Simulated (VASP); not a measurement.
# Cu (I4/mmm) in VASP: notebook

Runs on Cu. Level: PBE. Tasks: single point.

All numbers are computed with VASP 6.6.1; they aren't measurements. Logs are shortened: lines on timing, memory, paths and dates and some standing lists are left out, and cuts for length are marked.

### Step 1. The cell of the first run

Symmetry: I4/mmm, No. 139, tetragonal system. The conventional cell has a = 3.066 Å, b = 3.066 Å, c = 2.947 Å, α = 90.00°, β = 90.00°, γ = 90.00°. Within 3.5 Å of Cu (site symmetry 4/mmm) lie 14 Cu at 2.62 to 3.07 Å.

### Step 2. Single point, PBE (13.85 Å³/atom)

INCAR reads:

```
  PREC = Accurate
  ENCUT = 820
  EDIFF = 1E-6
  ISMEAR = 0
  SIGMA = 0.15
  LREAL = False
  LASPH = True
  NELM = 120
  ALGO = Normal
  ISIF = 2
  LWAVE = False
  LCHARG = False
  GGA = PE
  NBANDS = 16
  GGA_COMPAT = False
```

KPOINTS reads:

```
Automatic mesh
0
Gamma
  24 24 24
```

POSCAR reads:

```
Cu
1.0
    0.0000000000      2.1681355054      1.4736817030
    2.1681355054      0.0000000000      1.4736817030
    2.1681355054      2.1681355054      0.0000000000
Cu
1
Direct
    0.0000000000      0.0000000000      0.0000000000
```

Potentials or basis: VASP PAW PBE potentials, release 64 (Cu_sv_GW).

Run with:

```bash
$ cat potpaw_PBE.64/Cu_sv_GW/POTCAR > POTCAR
$ mpirun -np 1 vasp_std > vasp.out
```

OUTCAR:

```text
PREC = Accurate
   ENCUT = 820
   EDIFF = 1E-6
   ISMEAR = 0
   LREAL = False
   LASPH = True
   NELM = 120
   ISIF = 2
   GGA = PE

 ion  position               nearest neighbor table
   1  0.000  0.000  0.000-

  LATTYP: Found a body centered tetragonal cell.
 ALAT       =     3.0662066368
 C/A-ratio  =     0.9612409583

  Lattice vectors:

 A1 = (   0.0000000000,  -2.1681355054,  -1.4736817030)
 A2 = (   0.0000000000,   2.1681355054,  -1.4736817030)
 A3 = (   2.1681355054,   0.0000000000,   1.4736817030)

Analysis of symmetry for initial positions (statically):
=====================================================================
 Subroutine PRICEL returns:
 Original cell was already a primitive cell.

 Routine SETGRP: Setting up the symmetry group for a
 body centered tetragonal supercell.

 Subroutine GETGRP returns: Found 16 space group operations
 (whereof 16 operations were pure point group operations)
 out of a pool of 16 trial point group operations.

The static configuration has the point symmetry D_4h.

Analysis of symmetry for dynamics (positions and initial velocities):
=====================================================================
 Subroutine PRICEL returns:
 Original cell was already a primitive cell.

 Routine SETGRP: Setting up the symmetry group for a
 body centered tetragonal supercell.

 Subroutine GETGRP returns: Found 16 space group operations
 (whereof 16 operations were pure point group operations)
 out of a pool of 16 trial point group operations.

The dynamic configuration has the point symmetry D_4h.

 Subroutine INISYM returns: Found 16 space group operations
 (whereof 16 operations are pure point group operations),
 and found     1 'primitive' translations

----------------------------------------------------------------------------------------

                                     Primitive cell

  volume of cell :      13.8550

  direct lattice vectors                    reciprocal lattice vectors
     0.000000000  2.168135505  1.473681703    -0.230612892  0.230612892  0.339286292
     2.168135505  0.000000000  1.473681703     0.230612892 -0.230612892  0.339286292
     2.168135505  2.168135505  0.000000000     0.230612892  0.230612892 -0.339286292

  length of vectors
     2.621554755  2.621554755  3.066206637     0.470616404  0.470616404  0.470616404

  position of ions in fractional coordinates (direct lattice)
     0.000000000  0.000000000  0.000000000

  ion indices of the primitive-cell ions
   primitive index   ion index
                 1           1

----------------------------------------------------------------------------------------

 KPOINTS: Automatic mesh

Automatic generation of k-mesh.
 Grid dimensions read from file:
 generate k-points for:   24   24   24

 Generating k-lattice:

  Cartesian coordinates                     Fractional coordinates (reciprocal lattice)
    -0.009608871  0.009608871  0.014136929     0.041666667  0.000000000  0.000000000
     0.009608871 -0.009608871  0.014136929     0.000000000  0.041666667  0.000000000
     0.009608871  0.009608871 -0.014136929     0.000000000  0.000000000  0.041666667

  Length of vectors
     0.019609017  0.019609017  0.019609017

  Shift w.r.t. Gamma in fractional coordinates (k-lattice)
     0.000000000  0.000000000  0.000000000

 Subroutine IBZKPT returns following result:
 ===========================================

 Found   1063 irreducible k-points:

 Following reciprocal coordinates:
            Coordinates               Weight
  0.000000  0.000000  0.000000      1.000000
  0.041667  0.000000  0.000000      8.000000
  0.083333 -0.000000  0.000000      8.000000
  0.125000  0.000000  0.000000      8.000000
  0.166667  0.000000  0.000000      8.000000
  0.208333 -0.000000  0.000000      8.000000
[... 16 lines left out ...]
  0.416667  0.041667  0.000000      8.000000
  0.458333  0.041667  0.000000      8.000000
 [... further k-points ...]
   k-points           NKPTS =   1063   k-points in BZ     NKDIM =   1063   number of bands    NBANDS=     16
   number of dos      NEDOS =    301   number of ions     NIONS =      1
   total plane-waves  NPLWV =  17280
   dimension x,y,z NGX =    24 NGY =   24 NGZ =   30
   dimension x,y,z NGXF=    48 NGYF=   48 NGZF=   60
   ions per type =               1
   NGX,Y,Z   is equivalent  to a cutoff of  15.22, 15.22, 16.27 a.u.
   NGXF,Y,Z  is equivalent  to a cutoff of  30.44, 30.44, 32.53 a.u.
 SYSTEM =  unknown system
   PREC   = accura    normal or accurate (medium, high low for compatibility)
   ISTART =      0    job   : 0-new  1-cont  2-samecut
   ICHARG =      2    charge: 1-file 2-atom 10-const
   ISPIN  =      1    spin polarized calculation?
   LNONCOLLINEAR =      F non collinear calculations
   LSORBIT =      F    spin-orbit coupling
   LASPH  =      T    aspherical Exc in radial PAW
   ENCUT  =  820.0 eV  60.27 Ry    7.76 a.u.   6.12  6.12  7.16*2*pi/ulx,y,z
   NELM   =    120;   NELMIN=  2; NELMDL= -5     # of ELM steps
   EDIFF  = 0.1E-05   stopping-criterion for ELM
   LREAL  =      F    real-space projection
   EDIFFG = 0.1E-04   stopping-criterion for IOM
   NSW    =      0    number of steps for IOM
   IBRION =     -1    ionic relax: 0-MD 1-quasi-New 2-CG
   NFREE  =      0    steps in history (QN), initial steepest desc. (CG)
   ISIF   =      2    stress and relaxation
   ISYM   =      2    0-nonsym 1-usesym 2-fastsym
   POTIM  = 0.5000    time-step for ionic-motion
   TEBEG  =    0.0;   TEEND  =   0.0 temperature during run
   PSTRESS=    0.0 pullay stress
   NELECT =      19.0000    total number of electrons
   NUPDOWN=      -1.0000    fix difference up-down
   EMIN   =  10.00;   EMAX   =-10.00  energy-range for DOS
   EFERMI =   0.00;   METHOD = LEGACY
   ISMEAR =     0;   SIGMA  =   0.15  broadening in eV -4-tet -1-fermi 0-gaus
   EFERMI_NEDOS =   21; number of points for ismear=-14 and -15
   IALGO  =     38    algorithm
   IMIX   =      4    mixing-type and parameters
     AMIX     =   0.40;   BMIX     =  1.00
     AMIX_MAG =   1.60;   BMIX_MAG =  1.00
  volume/ion in A,a.u.               =      13.85        93.50
  Fermi-wavevector in a.u.,A,eV,Ry     =   1.818823  3.437078 45.009683  3.308118
  Thomas-Fermi vector in A             =   2.875737
   LORBIT       =      0    0 simple, 1 ext, 2 COOP (PROOUT), +10 PAW based schemes
   GGA     = PE    functional components
   LHFCALC =     F    Hartree Fock is set to
   AEXX    =    0.0000 exact exchange contribution
   IVDW    =     0    specifies the selected vdW correction
   LEPSILON=     F    determine dielectric tensor
   LRPA    =     F    only Hartree local field effects (RPA)
 non-spin polarized calculation
 Gauss-broadening in eV      SIGMA  =   0.15
  energy-cutoff  :      820.00
  volume of cell :       13.85
 maximum number of plane-waves:       750
   NGX = 13   NGY = 13   NGZ = 15

 number of electron      19.0000001 magnetization

 Free energy of the ion-electron system (eV)
  ---------------------------------------------------
  ext. energy  EPLUGINS =         0.00000000
  ---------------------------------------------------
  free energy    TOTEN  =        -3.66898060 eV

  energy without entropy =       -3.66394061  energy(sigma->0) =       -3.66646060

 E-fermi :   5.7745     XC(G=0): -12.3721

 val. band max:        5.7738436249   @ k =  -0.2083   0.0833   0.2917
 cond. band min:       5.7749590759   @ k =   0.5000   0.0417   0.1667
 fundamental gap:      0.0011154510
 Fermi energy:         5.7744903220

 k-point     1 :       0.0000    0.0000    0.0000
  band No.  band energies     occupation
      1    -106.4481      2.00000
      2     -63.7945      2.00000
      3     -63.7919      2.00000
      4     -63.7919      2.00000
      5      -2.4750      2.00000
      6       3.0741      2.00000
[... 8 lines left out ...]
     15      30.6359      0.00000
     16      31.1887      0.00000

 k-point     2 :       0.0417    0.0000    0.0000
  band No.  band energies     occupation
      1    -106.4480      2.00000
      2     -63.7952      2.00000
      3     -63.7923      2.00000
      4     -63.7923      2.00000
      5      -2.4142      2.00000
      6       3.0786      2.00000
[... 8 lines left out ...]
     15      30.1489      0.00000
     16      30.6415      0.00000

 k-point     3 :       0.0833   -0.0000    0.0000
  band No.  band energies     occupation
      1    -106.4478      2.00000
      2     -63.7978      2.00000
      3     -63.7936      2.00000
      4     -63.7929      2.00000
      5      -2.2330      2.00000
      6       3.0727      2.00000
[... 8 lines left out ...]
     15      29.5830      0.00000
     16      30.6073      0.00000

 k-point     4 :       0.1250    0.0000    0.0000
  band No.  band energies     occupation
      1    -106.4472      2.00000
      2     -63.8021      2.00000
      3     -63.7954      2.00000
      4     -63.7930      2.00000
      5      -1.9343      2.00000
      6       3.0374      2.00000
[... 8 lines left out ...]
     15      29.0345      0.00000
     16      30.9018      0.00000
[... 324 lines left out ...]
 k-point    22 :       0.3750    0.0417    0.0000
  band No.  band energies     occupation
      1    -106.4423      2.00000
      2     -63.8440      2.00000
      3     -63.8119      2.00000
      4     -63.7942      2.00000
      5       1.2722      2.00000
      6       2.6520      2.00000
[... 8 lines left out ...]
     15      27.4291      0.00000
     16      33.2327      0.00000

 k-point    23 :       0.4167    0.0417    0.0000
  band No.  band energies     occupation
      1    -106.4418      2.00000
      2     -63.8486      2.00000
      3     -63.8137      2.00000
      4     -63.7942      2.00000
      5       1.4996      2.00000
      6       2.6075      2.00000
[... 8 lines left out ...]
     15      27.3837      0.00000
     16      34.0422      0.00000

 k-point    24 :       0.4583    0.0417    0.0000
  band No.  band energies     occupation
      1    -106.4413      2.00000
      2     -63.8514      2.00000
      3     -63.8146      2.00000
      4     -63.7941      2.00000
      5       1.5947      2.00000
      6       2.5801      2.00000
[... 8 lines left out ...]
     15      27.3722      0.00000
     16      34.8600      0.00000

 [... further k-points ...]

------------------------ aborting loop because EDIFF is reached ----------------------------------------

  FORCE on cell =-STRESS in cart. coord.  units (eV):
  Direction    XX          YY          ZZ          XY          YZ          ZX
  --------------------------------------------------------------------------------------
  -------------------------------------------------------------------------------------
  Total       -1.1802375     -1.1802375     -1.2182371      0.0000000     -0.0000000      0.0000000
  in kB     -136.4813954   -136.4813954   -140.8756324      0.0000000     -0.0000000      0.0000000
  external PRESSURE =    -137.9461410 kB  Pullay stress =       0.0000000 kB

 VOLUME and BASIS-vectors are now :
 -----------------------------------------------------------------------------
  energy-cutoff  :      820.00
  volume of cell :       13.85
      direct lattice vectors                 reciprocal lattice vectors
     0.000000000  2.168135505  1.473681703    -0.230612892  0.230612892  0.339286292
     2.168135505  0.000000000  1.473681703     0.230612892 -0.230612892  0.339286292
     2.168135505  2.168135505  0.000000000     0.230612892  0.230612892 -0.339286292

 POSITION                                       TOTAL-FORCE (eV/Angst)
 -----------------------------------------------------------------------------------
      0.00000      0.00000      0.00000         0.000000     -0.000000      0.000000
 -----------------------------------------------------------------------------------
    total drift:                               -0.000000     -0.000000     -0.000000

  FREE ENERGIE OF THE ION-ELECTRON SYSTEM (eV)
  ---------------------------------------------------
  free  energy   TOTEN  =        -3.6689805957 eV

  energy  without entropy=       -3.6639406100  energy(sigma->0) =       -3.66646060
```

Wall time 5.4 min (1 thread of Intel Xeon Platinum 8259CL at 2.50GHz (Skylake/Cascade Lake), shared host); peak memory 0.63 GiB.

What came out:

```yaml
Free_energy: -3.6690 eV
Pressure: -13.8 GPa
Band_gap_on_the_k_mesh: zero (an odd number of electrons rules out a gap without spin polarisation)
```

Levels at points of the mesh, in eV from the Fermi level:
```tsv
k point	band 8	band 9	band 10	band 11	band 12	band 13
(0.00, 0.00, 0.00)	-2.58	-1.88	-1.76	23.04	23.04	24.07
(0.50, 0.00, 0.00)	-1.69	-1.24	-0.15	3.67	15.31	15.83
(0.50, 0.50, 0.00)	-1.38	-1.35	7.05	7.05	8.38	12.12
(0.50, 0.00, 0.50)	-1.77	-1.25	-0.41	3.29	16.31	16.83
```

Caveat: the cell stands under tension.

### Step 3. Single point, PBE (12.58 Å³/atom)

This run uses another cell than the first one, of 12.58 Å³/atom.

INCAR reads:

```
SYSTEM = Cu
ALGO = Fast
EDIFF = 1E-6
ENCUT = 520
GGA = PE
ISIF = 2
ISMEAR = 0
LASPH = .TRUE.
LCHARG = .FALSE.
LREAL = .FALSE.
LWAVE = .FALSE.
NBANDS = 12
NELM = 100
PREC = Accurate
SIGMA = 0.15
```

KPOINTS reads:

```
k-points
0
G
  24 24 24
  0 0 0
```

POSCAR reads:

```
Cu
1.0
    0.0000000000      2.0461487979      1.5024870623
    2.0461487979      0.0000000000      1.5024870623
    2.0461487979      2.0461487979      0.0000000000
Cu
1
Direct
    0.0000000000      0.0000000000      0.0000000000
```

Potentials or basis: VASP PAW PBE potentials, release 64 (Cu).

Run with:

```bash
$ cat potpaw_PBE.64/Cu/POTCAR > POTCAR
$ mpirun -np 1 vasp_std > vasp.out
```

Wall time 2.2 min (1 thread of AMD EPYC 7R13 (Zen 3), shared host); peak memory 0.23 GiB.

Results (log left out):

```
Free energy            : -3.6852 eV
Pressure               : -5.3 GPa
Band gap on the k mesh : zero (an odd number of electrons rules out a gap without spin polarisation)
```

Stress tensor (GPa, compression positive):
```
-5.50  0.00  0.00
 0.00 -5.50  0.00
 0.00  0.00 -4.87
```

Levels at points of the mesh, in eV from the Fermi level:
```
           k point  band 2  band 3  band 4  band 5  band 6  band 7  band 8  band 9  band 10  band 11
(0.00, 0.00, 0.00)   -2.95   -2.95   -2.82   -2.06   -1.93   23.95   24.60   24.60    26.46    27.42
(0.50, 0.00, 0.00)   -3.50   -2.10   -1.89   -1.34   -0.51    3.89   17.14   17.30    20.90    23.48
(0.50, 0.50, 0.00)   -4.26   -1.51   -1.47   -1.47    7.05    8.38    8.38   12.57    13.49    15.00
(0.50, 0.00, 0.50)   -3.66   -1.94   -1.86   -1.32   -0.25    4.28   16.12   16.35    20.04    22.64
```

Caveat: the cell stands under tension.

### Step 4. Single point, PBE (12.58 Å³/atom)

This run uses another cell than the first one, of 12.58 Å³/atom.

Changes to INCAR since step 3:

```diff
@@ -12,3 +12,3 @@
 NBANDS = 12
-NELM = 100
+NELM = 80
 PREC = Accurate
```

KPOINTS is that of step 3.

POSCAR reads:

```
Cu
1.0
    0.0000000000      2.0995326475      1.4270523405
    2.0995326475      0.0000000000      1.4270523405
    2.0995326475      2.0995326475      0.0000000000
Cu
1
Direct
    0.0000000000      0.0000000000      0.0000000000
```

Run with:

```bash
$ cat potpaw_PBE.64/Cu/POTCAR > POTCAR
$ mpirun -np 1 vasp_std > vasp.out
```

It took 2.1 min on 1 thread of AMD EPYC 7R13 (Zen 3), shared host; peak memory 0.23 GiB.

The run converged. Its results:

```yaml
Free_energy: -3.6850 eV
Pressure: -5.2 GPa
Band_gap_on_the_k_mesh: zero (an odd number of electrons rules out a gap without spin polarisation)
```

Stress tensor (GPa, compression positive):
```
-5.14  0.00  0.00
 0.00 -5.14  0.00
 0.00  0.00 -5.45
```

Levels at points of the mesh, in eV from the Fermi level:
| k point | band 3 | band 4 | band 5 | band 6 | band 7 | band 8 | band 9 | band 10 |
| --- | --- | --- | --- | --- | --- | --- | --- | --- |
| (0.00, 0.00, 0.00) | -2.86 | -2.86 | -2.07 | -1.92 | 24.04 | 24.04 | 25.04 | 26.86 |
| (0.50, 0.00, 0.00) | -2.02 | -1.84 | -1.33 | -0.33 | 4.16 | 16.43 | 16.65 | 20.30 |
| (0.50, 0.50, 0.00) | -1.50 | -1.50 | -1.46 | 7.46 | 7.46 | 8.89 | 12.76 | 13.19 |
| (0.50, 0.00, 0.50) | -2.13 | -1.94 | -1.35 | -0.61 | 3.75 | 17.53 | 17.67 | 21.23 |

Caveat: the cell stands under tension.

### Step 5. The runs side by side

```tsv
potentials or basis	cell	cutoff (eV)	gap on the mesh (eV)	pressure (GPa)
VASP PAW PBE potentials, release 64 (Cu_sv_GW)	a = 2.622, b = 2.622, c = 3.066 Å, angles 54.2, 54.2, 71.6°, 1 atom	820	none	-13.8
VASP PAW PBE potentials, release 64 (Cu)	a = 2.539, b = 2.539, c = 2.894 Å, angles 55.3, 55.3, 69.5°, 1 atom	520	none	-5.3
VASP PAW PBE potentials, release 64 (Cu)	a = 2.539, b = 2.539, c = 2.969 Å, angles 54.2, 54.2, 71.6°, 1 atom	520	none	-5.2
```

Alike in all rows: task single point; level PBE; no spin polarisation; k mesh 24 × 24 × 24; smearing gaussian 0.15 eV.

Caveats: the cell stands under tension.

Total energies depend on the potentials used, so only differences within one code and one set of settings carry meaning.
